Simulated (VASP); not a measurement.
# Ti (I4/mmm) in VASP: further runs

Ti is run at these levels: PBEsol; tasks: single point.

Everything below comes from runs of VASP 6.6.1. Logs are shortened: lines on timing, memory, paths and dates and some standing lists are left out, and cuts for length are marked.

**1. The cell of the first run**

It takes space group I4/mmm (No. 139, tetragonal). The conventional cell has a = 2.828 Å, b = 2.828 Å, c = 4.182 Å, α = 90.00°, β = 90.00°, γ = 90.00°. Ti (site symmetry 4/mmm) has 12 Ti at 2.83 to 2.89 Å within 3.7 Å.

**2. Single point, PBEsol (strain -0.015 along x and y, +0.030 along z)**

File INCAR:

```
SYSTEM = Ti
PREC = Accurate
ENCUT = 520
EDIFF = 1E-6
ISMEAR = 0
SIGMA = 0.15
LREAL = .FALSE.
LASPH = .TRUE.
NELM = 60
ALGO = Normal
ISIF = 2
LWAVE = .FALSE.
LCHARG = .TRUE.
GGA = PS
LELF = .TRUE.
LVHAR = .TRUE.
NBANDS = 12
```

File KPOINTS:

```
regular mesh
0
G
  10 10 10
  0 0 0
```

File POSCAR:

```
Ti
1.0
    0.0000000000      1.9995500000      2.0909000000
    1.9995500000      0.0000000000      2.0909000000
    1.9995500000      1.9995500000      0.0000000000
Ti
1
Direct
    0.0000000000      0.0000000000      0.0000000000
```

Potentials or basis: VASP PAW PBE potentials, release 64 (Ti_sv).

The run is started by

```bash
$ cat potpaw_PBE.64/Ti_sv/POTCAR > POTCAR
$ mpirun -np 1 vasp_std > vasp.out
```

OUTCAR:

```text
SYSTEM = Ti
   PREC = Accurate
   ENCUT = 520
   EDIFF = 1E-6
   ISMEAR = 0
   LREAL = .FALSE.
   LASPH = .TRUE.
   NELM = 60
   ISIF = 2
   GGA = PS

 ion  position               nearest neighbor table
   1  0.000  0.000  0.000-

  LATTYP: Found a body centered tetragonal cell.
 ALAT       =     2.8277907286
 C/A-ratio  =     1.4788223038

  Lattice vectors:

 A1 = (  -1.9995500000,   0.0000000000,   2.0909000000)
 A2 = (   1.9995500000,   0.0000000000,   2.0909000000)
 A3 = (   0.0000000000,   1.9995500000,  -2.0909000000)

Analysis of symmetry for initial positions (statically):
=====================================================================
 Subroutine PRICEL returns:
 Original cell was already a primitive cell.

 Routine SETGRP: Setting up the symmetry group for a
 body centered tetragonal supercell.

 Subroutine GETGRP returns: Found 16 space group operations
 (whereof 16 operations were pure point group operations)
 out of a pool of 16 trial point group operations.

The static configuration has the point symmetry D_4h.

Analysis of symmetry for dynamics (positions and initial velocities):
=====================================================================
 Subroutine PRICEL returns:
 Original cell was already a primitive cell.

 Routine SETGRP: Setting up the symmetry group for a
 body centered tetragonal supercell.

 Subroutine GETGRP returns: Found 16 space group operations
 (whereof 16 operations were pure point group operations)
 out of a pool of 16 trial point group operations.

The dynamic configuration has the point symmetry D_4h.

 Subroutine INISYM returns: Found 16 space group operations
 (whereof 16 operations are pure point group operations),
 and found     1 'primitive' translations

----------------------------------------------------------------------------------------

                                     Primitive cell

  volume of cell :      16.7197

  direct lattice vectors                    reciprocal lattice vectors
     0.000000000  1.999550000  2.090900000    -0.250056263  0.250056263  0.239131474
     1.999550000  0.000000000  2.090900000     0.250056263 -0.250056263  0.239131474
     1.999550000  1.999550000  0.000000000     0.250056263  0.250056263 -0.239131474

  length of vectors
     2.893106118  2.893106118  2.827790729     0.426895925  0.426895925  0.426895925

  position of ions in fractional coordinates (direct lattice)
     0.000000000  0.000000000  0.000000000

[... 77 lines left out ...]
   EDIFFG = 0.1E-04   stopping-criterion for IOM
   NSW    =      0    number of steps for IOM
   IBRION =     -1    ionic relax: 0-MD 1-quasi-New 2-CG
   NFREE  =      0    steps in history (QN), initial steepest desc. (CG)
   ISIF   =      2    stress and relaxation
   ISYM   =      2    0-nonsym 1-usesym 2-fastsym
   POTIM  = 0.5000    time-step for ionic-motion
   TEBEG  =    0.0;   TEEND  =   0.0 temperature during run
   PSTRESS=    0.0 pullay stress
   NELECT =      12.0000    total number of electrons
   NUPDOWN=      -1.0000    fix difference up-down
   EMIN   =  10.00;   EMAX   =-10.00  energy-range for DOS
   EFERMI =   0.00;   METHOD = LEGACY
   ISMEAR =     0;   SIGMA  =   0.15  broadening in eV -4-tet -1-fermi 0-gaus
   EFERMI_NEDOS =   21; number of points for ismear=-14 and -15
   IALGO  =     38    algorithm
   IMIX   =      4    mixing-type and parameters
     AMIX     =   0.40;   BMIX     =  1.00
     AMIX_MAG =   1.60;   BMIX_MAG =  1.00
  volume/ion in A,a.u.               =      16.72       112.83
  Fermi-wavevector in a.u.,A,eV,Ry     =   1.465748  2.769862 29.230991  2.148417
  Thomas-Fermi vector in A             =   2.581568
   LORBIT       =      0    0 simple, 1 ext, 2 COOP (PROOUT), +10 PAW based schemes
   GGA     = PS    functional components
   LHFCALC =     F    Hartree Fock is set to
   AEXX    =    0.0000 exact exchange contribution
   IVDW    =     0    specifies the selected vdW correction
   LEPSILON=     F    determine dielectric tensor
   LRPA    =     F    only Hartree local field effects (RPA)
 non-spin polarized calculation
 Gauss-broadening in eV      SIGMA  =   0.15
  energy-cutoff  :      520.00
  volume of cell :       16.72
 maximum number of plane-waves:       462
 NGX is ok and might be reduce to    24
   NGX = 11   NGY = 11   NGZ = 11

 number of electron      12.0000003 magnetization

 Free energy of the ion-electron system (eV)
  ---------------------------------------------------
  ext. energy  EPLUGINS =         0.00000000
  ---------------------------------------------------
  free energy    TOTEN  =        -8.28942833 eV

  energy without entropy =       -8.26909527  energy(sigma->0) =       -8.27926180

 E-fermi :   8.4988     XC(G=0): -11.8180

 val. band max:        8.4959364518   @ k =   0.3000   0.0000   0.0000
 cond. band min:       8.5060214877   @ k =  -0.3000   0.5000   0.2000
 fundamental gap:      0.0100850358
 Fermi energy:         8.4987640144

 k-point     1 :       0.0000    0.0000    0.0000
  band No.  band energies     occupation
      1     -47.9053      2.00000
      2     -23.8164      2.00000
      3     -23.8087      2.00000
      4     -23.8087      2.00000
      5       2.3157      2.00000
      6       9.1602      0.00000
      7       9.5428      0.00000
      8       9.5428      0.00000
      9      10.8840      0.00000
     10      11.3275      0.00000
     11      24.0158      0.00000
     12      27.8799      0.00000
[... 331 lines left out ...]
 k-point    24 :       0.4000    0.3000    0.0000
  band No.  band energies     occupation
      1     -47.7629      2.00000
      2     -24.3841      2.00000
      3     -24.0209      2.00000
      4     -23.9868      2.00000
      5       5.7838      2.00000
      6       7.2607      2.00000
      7       9.2446      0.00000
      8      11.3538      0.00000
      9      12.0821      0.00000
     10      12.2128      0.00000
     11      21.3871      0.00000
     12      21.8563      0.00000

 [... further k-points ...]
[... 5 lines left out ...]
  --------------------------------------------------------------------------------------
  -------------------------------------------------------------------------------------
  Total       -0.0018072     -0.0018072     -0.1622548      0.0000000      0.0000000      0.0000000
  in kB       -0.1731808     -0.1731808    -15.5482078      0.0000000      0.0000000      0.0000000
  external PRESSURE =      -5.2981898 kB  Pullay stress =       0.0000000 kB

 VOLUME and BASIS-vectors are now :
 -----------------------------------------------------------------------------
  energy-cutoff  :      520.00
  volume of cell :       16.72
      direct lattice vectors                 reciprocal lattice vectors
     0.000000000  1.999550000  2.090900000    -0.250056263  0.250056263  0.239131474
     1.999550000  0.000000000  2.090900000     0.250056263 -0.250056263  0.239131474
     1.999550000  1.999550000  0.000000000     0.250056263  0.250056263 -0.239131474

 POSITION                                       TOTAL-FORCE (eV/Angst)
 -----------------------------------------------------------------------------------
      0.00000      0.00000      0.00000        -0.000000      0.000000      0.000000
 -----------------------------------------------------------------------------------
    total drift:                               -0.000000      0.000000      0.000000

  FREE ENERGIE OF THE ION-ELECTRON SYSTEM (eV)
  ---------------------------------------------------
  free  energy   TOTEN  =        -8.2894283255 eV

  energy  without entropy=       -8.2690952667  energy(sigma->0) =       -8.27926180
```

OSZICAR:

```text
N       E                     dE             d eps       ncg     rms          rms(c)
DAV:   1     0.847109652259E+02    0.84711E+02   -0.65336E+03  2460   0.122E+03
DAV:   2    -0.510466656546E+01   -0.89816E+02   -0.87237E+02  2512   0.296E+02
DAV:   3    -0.928059276484E+01   -0.41759E+01   -0.41296E+01  3392   0.646E+01
DAV:   4    -0.938236241958E+01   -0.10177E+00   -0.10162E+00  2760   0.875E+00
DAV:   5    -0.938466889035E+01   -0.23065E-02   -0.23064E-02  3012   0.118E+00    0.903E+00
DAV:   6    -0.829830765221E+01    0.10864E+01   -0.21863E+00  2684   0.222E+01    0.232E+00
DAV:   7    -0.827954047420E+01    0.18767E-01   -0.11036E-01  3000   0.387E+00    0.132E+00
DAV:   8    -0.828921278804E+01   -0.96723E-02   -0.42110E-02  2528   0.269E+00    0.217E-01
DAV:   9    -0.828939584069E+01   -0.18305E-03   -0.50163E-03  3148   0.844E-01    0.903E-02
DAV:  10    -0.828944617397E+01   -0.50333E-04   -0.28564E-04  2684   0.206E-01    0.242E-02
DAV:  11    -0.828942901993E+01    0.17154E-04   -0.26933E-05  2976   0.631E-02    0.106E-02
DAV:  12    -0.828942832551E+01    0.69442E-06   -0.18800E-06  2648   0.186E-02
   1 F= -.82894283E+01 E0= -.82792618E+01  d E =-.203331E-01
```

Wall time 26 s (1 thread of Intel Xeon 6975P-C, shared host); peak memory 0.15 GiB.

Results:

```
Free energy            : -8.2894 eV
Pressure               : -0.5 GPa
Band gap on the k mesh : zero (band 6 reaches 9.19 eV, above the bottom of band 7 at 8.16 eV)
```

Caveat: the cell differs from its parent crystal (strain -0.015 along x and y, +0.030 along z); the PAW data sets were made with another functional, which shifts forces and pressure a little.

**3. Single point, PBEsol (strain +0.000 along x and y, +0.015 along z)**

File INCAR:

```
PREC = Accurate
ENCUT = 520
EDIFF = 1E-7
ISMEAR = 0
SIGMA = 0.15
LREAL = F
LASPH = T
NELM = 100
ALGO = Fast
ISIF = 2
LWAVE = F
LCHARG = F
GGA = PS
NBANDS = 12
```

File KPOINTS:

```
Automatic mesh
0
Gamma
  10 10 10
```

File POSCAR:

```
Ti
1.0
    0.0000000000      2.0300000000      2.0604500000
    2.0300000000      0.0000000000      2.0604500000
    2.0300000000      2.0300000000      0.0000000000
Ti
1
Direct
    0.0000000000      0.0000000000      0.0000000000
```

Potentials or basis: VASP PAW PBE potentials, release 64 (Ti_sv).

The run is started by

```bash
$ cat potpaw_PBE.64/Ti_sv/POTCAR > POTCAR
$ mpirun -np 1 vasp_std > vasp.out
```

OUTCAR:

```text
PREC = Accurate
   ENCUT = 520
   EDIFF = 1E-7
   ISMEAR = 0
   LREAL = F
   LASPH = T
   NELM = 100
   ISIF = 2
   GGA = PS

 ion  position               nearest neighbor table
   1  0.000  0.000  0.000-

  LATTYP: Found a body centered tetragonal cell.
 ALAT       =     2.8708535316
 C/A-ratio  =     1.4354267658

  Lattice vectors:

 A1 = (  -2.0300000000,   0.0000000000,   2.0604500000)
 A2 = (   2.0300000000,   0.0000000000,   2.0604500000)
 A3 = (   0.0000000000,   2.0300000000,  -2.0604500000)

Analysis of symmetry for initial positions (statically):
[... 531 lines left out ...]
      5       5.6951      2.00000
      6       7.1099      2.00000
      7       9.2369      0.00000
      8      11.0628      0.00000
      9      11.8442      0.00000
     10      11.9659      0.00000
     11      20.9130      0.00000
     12      21.8554      0.00000

 [... further k-points ...]
[... 5 lines left out ...]
  --------------------------------------------------------------------------------------
  -------------------------------------------------------------------------------------
  Total       -0.2171505     -0.2171505     -0.2847815      0.0000000      0.0000000     -0.0000000
  in kB      -20.4874183    -20.4874183    -26.8681816      0.0000000      0.0000000     -0.0000000
  external PRESSURE =     -22.6143394 kB  Pullay stress =       0.0000000 kB

 VOLUME and BASIS-vectors are now :
 -----------------------------------------------------------------------------
  energy-cutoff  :      520.00
  volume of cell :       16.98
      direct lattice vectors                 reciprocal lattice vectors
     0.000000000  2.030000000  2.060450000    -0.246305419  0.246305419  0.242665437
     2.030000000  0.000000000  2.060450000     0.246305419 -0.246305419  0.242665437
     2.030000000  2.030000000  0.000000000     0.246305419  0.246305419 -0.242665437

 POSITION                                       TOTAL-FORCE (eV/Angst)
 -----------------------------------------------------------------------------------
      0.00000      0.00000      0.00000         0.000000      0.000000      0.000000
 -----------------------------------------------------------------------------------
    total drift:                                0.000000      0.000000      0.000000

  FREE ENERGIE OF THE ION-ELECTRON SYSTEM (eV)
  ---------------------------------------------------
  free  energy   TOTEN  =        -8.2895638106 eV

  energy  without entropy=       -8.2708886560  energy(sigma->0) =       -8.28022623
```

OSZICAR:

```text
N       E                     dE             d eps       ncg     rms          rms(c)
DAV:   1     0.871270790262E+02    0.87127E+02   -0.66586E+03  2456   0.122E+03
DAV:   2    -0.486041071664E+01   -0.91987E+02   -0.89611E+02  2496   0.299E+02
DAV:   3    -0.932801837116E+01   -0.44676E+01   -0.44199E+01  3444   0.658E+01
[... 16 lines left out ...]
RMM:  20    -0.828956310857E+01   -0.44904E-06   -0.45095E-06  2608   0.102E-02    0.424E-04
RMM:  21    -0.828956344706E+01   -0.33849E-06   -0.29622E-06  2475   0.771E-03    0.232E-04
RMM:  22    -0.828956361682E+01   -0.16975E-06   -0.15581E-06  2497   0.570E-03    0.111E-04
RMM:  23    -0.828956373612E+01   -0.11930E-06   -0.11180E-06  2151   0.450E-03    0.131E-04
RMM:  24    -0.828956381063E+01   -0.74512E-07   -0.72077E-07  1920   0.348E-03
   1 F= -.82895638E+01 E0= -.82802262E+01  d E =-.186752E-01
```

stdout:

```text
POSCAR found type information on POSCAR Ti
 POSCAR found :  1 types and       1 ions
 scaLAPACK will be used
 -----------------------------------------------------------------------------
|                                                                             |
|                                                                             |
|     You enforced a specific xc type in the INCAR file but a different       |
|     I HOPE YOU KNOW WHAT YOU ARE DOING!                                     |
|                                                                             |
 -----------------------------------------------------------------------------

 LDA part: xc-table for (Slater+PW92), standard interpolation
 POSCAR, INCAR and KPOINTS ok, starting setup
 FFT: planning ... GRIDC
 FFT: planning ... GRID_SOFT
 FFT: planning ... GRID
 WAVECAR not read
 entering main loop
WARNING in EDDRMM: call to ZHEGV failed, returncode =   8  4      5
WARNING in EDDRMM: call to ZHEGV failed, returncode =   6  3      8
WARNING in EDDRMM: call to ZHEGV failed, returncode =   6  3      5
WARNING in EDDRMM: call to ZHEGV failed, returncode =   6  3      9
WARNING in EDDRMM: call to ZHEGV failed, returncode =   6  3      6
WARNING in EDDRMM: call to ZHEGV failed, returncode =   6  3     10
WARNING in EDDRMM: call to ZHEGV failed, returncode =   6  3      5
WARNING in EDDRMM: call to ZHEGV failed, returncode =   6  3      5
```

Run time: 67 s. Hardware: 1 thread of Intel Xeon 6975P-C, shared host; peak memory 0.15 GiB.

Results:

```yaml
Free_energy: -8.2896 eV
Pressure: -2.3 GPa
Band_gap_on_the_k_mesh: zero (band 6 reaches 9.15 eV, above the bottom of band 7 at 8.07 eV)
```

Levels at points of the mesh, in eV from the Fermi level:
| k point | band 4 | band 5 | band 6 | band 7 | band 8 | band 9 |
| --- | --- | --- | --- | --- | --- | --- |
| (0.00, 0.00, 0.00) | -32.36 | -6.16 | 0.81 | 0.93 | 0.93 | 2.49 |
| (0.50, 0.00, 0.00) | -32.45 | -2.65 | 0.70 | 0.70 | 0.83 | 3.66 |
| (0.50, 0.50, 0.00) | -32.61 | -2.67 | -1.75 | 2.76 | 3.68 | 3.98 |
| (0.50, 0.00, 0.50) | -32.62 | -2.66 | -1.78 | 3.03 | 3.67 | 3.94 |

Caveat: the cell differs from its parent crystal (strain +0.000 along x and y, +0.015 along z); the PAW data sets were made with another functional, which shifts forces and pressure a little.
